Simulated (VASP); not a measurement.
A run of VASP 6.6.1 is set up as follows.

File INCAR:

```
SYSTEM = Zn15Se16
PREC     = Accurate       ! precision mode
ENCUT    = 520            ! plane-wave cutoff, eV
EDIFF    = 1E-7           ! SCF threshold, eV
ISMEAR   = 0              ! smearing method
SIGMA    = 0.01           ! smearing width, eV
LREAL    = Auto         
LASPH    = .TRUE.         ! aspherical terms in the spheres
NELM     = 150            ! most SCF steps
ALGO     = Normal         ! electronic algorithm
ISIF     = 2              ! what is computed and relaxed
LWAVE    = .FALSE.        ! write WAVECAR
LCHARG   = .FALSE.        ! write CHGCAR
ISPIN    = 2              ! spin polarisation
MAGMOM   = 0 0 0 0 0 0 0 0 0 0 0 0 0 0 0 0.25 0 0.25 0.25 0 0 0 0 0 0 0 0.25 0 0 0 0 ! initial moments
LORBIT   = 11             ! projections on sites
GGA      = PS             ! functional
NBANDS   = 163            ! bands
NELECT   = 277.0        
LUSENCCL = .FALSE.
```

Contents of KPOINTS:

```
Automatic mesh
0
Gamma
  2 2 2
  0.5 0.5 0.5
```

The input POSCAR:

```
Zn15Se16
1.0
   -5.6332473651     -5.6332473651      5.6332473651
    5.6332473651     -5.6332473651     -5.6332473651
    5.6332473651      5.6332473651      5.6332473651
Zn Se
15 16
Direct
    0.0086162514      0.4997056533      0.5009108238
    0.5012711137      0.2579103667      0.2490501938
    0.2499427705      0.2582400652      0.5002821113
   -0.0011600957      0.2483823254      0.7563379889
    0.7499829806      0.4996311926      0.7493073774
    0.5014225170      0.4996241970      0.0074886585
    1.0085769568      0.7509629511      0.2495142192
    0.7500905488     -0.0004147628      0.2493120023
    0.4915246689     -0.0072437481      0.4909765635
    0.2499119515     -0.0003034952      0.7491190384
   -0.0013836388      0.0063949650     -0.0022674089
    0.7573652155      0.2484516629     -0.0017301150
    0.7425891087      0.7412413451      0.4908220292
    0.4912248279      0.7411359774      0.7420361547
    0.2501061332      0.7509164849      0.0078900758
    0.2501702488      0.7364951446      0.2495463191
   -0.0005391677      0.7484766025      0.4982347938
    0.4867450622      0.4994493624      0.2488762550
    0.2498098598      0.4997962134      0.4856866860
    0.0010758030      0.4996948505      0.7502216275
    0.7489452944      0.7497815911      0.7483915093
    0.4989846593      0.7485915270     -0.0010326788
    0.0010923580      0.0002833565      0.2491584253
    0.7508995919      0.2507306375      0.2494477234
    0.4989563072      0.2494734071      0.4981086804
    0.2500458086      0.2508195546      0.7497680297
    0.0132150864      0.2625068722      0.0122798825
    0.7509495801      0.4996519202      0.0004218356
    0.7491899898     -0.0010367101      0.4996484232
    0.5004298524     -0.0009273589      0.7486640184
    0.2499920780      0.0002175879      0.0002324174
```

Potentials or basis: VASP PAW PBE potentials, release 64 (Zn, Se).

Launch:

```bash
$ cat potpaw_PBE.64/Zn/POTCAR potpaw_PBE.64/Se/POTCAR > POTCAR
$ mpirun -np 1 vasp_std > vasp.out
```

Problem. Estimate the net moment.

Solution. 1.00 μB per cell.

Problem. Estimate the site moments.

Solution. Zn +0.01, +0.00 (each value once); Se +0.09, +0.02, +0.10 (each value once) μB.

Forces on the atoms (eV/Å):
```
Zn   0.001  0.001 -0.006
Zn   0.000  0.001 -0.001
Zn  -0.003  0.000 -0.001
Zn  -0.001  0.000  0.000
Zn  -0.001  0.000 -0.002
Zn  -0.002  0.000 -0.001
Zn   0.000  0.001 -0.002
Zn   0.000  0.000 -0.001
Zn  -0.002 -0.001  0.002
Zn   0.000  0.000  0.001
Zn   0.001 -0.001 -0.001
Zn  -0.001  0.000 -0.002
Zn  -0.002  0.000  0.000
Zn  -0.001 -0.005  0.000
Zn  -0.004  0.000  0.000
Se  -0.017  0.015  0.015
Se   0.002 -0.001  0.001
Se   0.016  0.015 -0.016
Se  -0.015 -0.016 -0.008
Se  -0.003 -0.003  0.002
Se   0.000  0.000  0.002
Se  -0.002  0.003 -0.003
Se   0.003  0.003  0.002
Se   0.000 -0.001 -0.001
Se   0.002  0.003  0.002
Se   0.003 -0.001 -0.001
Se   0.013 -0.018  0.019
Se  -0.001  0.000  0.002
Se  -0.002  0.003 -0.001
Se   0.001  0.002  0.001
Se   0.013  0.000 -0.001
```

Caveat: the k points lie up to 0.39 Å⁻¹ apart; the cell carries a net charge on a neutralising background, which shifts energy and pressure; the cell differs from its parent crystal (atoms taken out, then relaxed in part); the PAW data sets were made with another functional, which shifts forces and pressure a little.
